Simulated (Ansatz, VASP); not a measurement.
One calculation of CaO, two programs

```
CELL_PARAMETERS angstrom
0.00000 2.40356 2.40356
2.40356 0.00000 2.40356
2.40356 2.40356 0.00000
ATOMIC_POSITIONS crystal
Ca 0.00000 0.00000 0.00000
O 0.50000 0.50000 0.50000
```

Alike in both runs: functional RPBE; k mesh 10 × 10 × 10; occupations fermi-dirac, width 0.05 eV; no spin polarisation.

```csv
,VASP,Ansatz
version,VASP 6.6.1,Ansatz 0.2.0
potentials or method,"VASP PAW PBE potentials, release 64 (Ca_sv, O)",Ansatz PAW
plane-wave cutoff (eV),520,420
valence electrons in the cell,16,16
task,single point,band structure
```

|  | VASP | Ansatz | Ansatz less VASP |
| --- | --- | --- | --- |
| gap on the k mesh at the Fermi level (eV) | 3.74 | 3.76 | +0.020 |
| least direct gap on the mesh (eV) | 4.12 | 4.13 | +0.019 |
| pressure (GPa) | 6.0 | 5.4 | -0.60 |

VASP's potentials were made for PBE, not for RPBE. The functional is the same, so the differences come from potentials, cutoffs and numerics.
